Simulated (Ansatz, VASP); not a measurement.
# Ti3Al in VASP and in Ansatz

Contents of INCAR:

```
PREC = Accurate
ENCUT = 520
EDIFF = 1E-6
ISMEAR = 0
SIGMA = 0.15
LREAL = F
LASPH = T
NELM = 100
ALGO = Fast
ISIF = 2
LWAVE = F
LCHARG = F
GGA = PS
NBANDS = 28
```

Contents of KPOINTS:

```
regular mesh
0
Gamma
  15 15 6
```

Contents of POSCAR:

```
Ti3Al
1.0
    2.8701969374      0.0000000000      0.0000000000
   -1.4350984687      2.4856634617      0.0000000000
    0.0000000000      0.0000000000      9.3000121166
Ti Al
3 1
Direct
    0.6666666667      0.3333333333      0.0000000000
    0.3333333333      0.6666666667      0.7347588385
    0.3333333333      0.6666666667      0.2652411615
    0.6666666667      0.3333333333      0.5000000000
```

Input for Ansatz:

```yaml
crystal:
  lattice:
    - [2.8701969374, 0.0, 0.0]
    - [-1.4350984687, 2.4856634617, 0.0]
    - [0.0, 0.0, 9.3000121166]
  atoms:
    - { symbol: Ti, position: [0.6666666667, 0.3333333333, 0.0] }
    - { symbol: Ti, position: [0.3333333333, 0.6666666667, 0.7347588385] }
    - { symbol: Ti, position: [0.3333333333, 0.6666666667, 0.2652411615] }
    - { symbol: Al, position: [0.6666666667, 0.3333333333, 0.5] }
basis:
  ecutwfc: 520.0
kpoints:
  mp_grid: { grid: [15, 15, 6] }
hamiltonian:
  xc: pbesol
  pseudopotentials: { kind: paw, azcp: { folder: soft_1 } }
scf:
  occupations: { method: gaussian, width: 0.15 }
output:
  forces: true
  stress: true
  eigenvalues: true
```

Alike in both runs: task single point; functional PBEsol; k mesh 15 × 15 × 6; occupations gaussian, width 0.15 eV; no spin polarisation.

|  | VASP | Ansatz |
| --- | --- | --- |
| version | VASP 6.6.1 | Ansatz 0.2.0 |
| potentials or method | VASP PAW PBE potentials, release 64 (Ti_sv, Al), cutoff 520 eV | scalar-relativistic, plane waves, PAW |
| valence electrons in the cell | 39 | 39 |

|  | VASP | Ansatz | Ansatz less VASP |
| --- | --- | --- | --- |
| gap on the k mesh at the Fermi level (eV) | none | none | - |
| pressure (GPa) | 0.2 | 0.3 | +0.09 |
| traceless stress, the component that is largest in VASP (GPa) | 0.37 | 0.29 | -0.076 |
| rms of the force components (eV/Å) | 0.427 | 0.423 | -0.0034 |

VASP's potentials were made for PBE, not for PBEsol, and Ansatz warns of the same on its side. Atom by atom the forces differ by 0.003 eV/Å (rms over components). A gap of «none» marks a metal or a gap that the smearing closes.
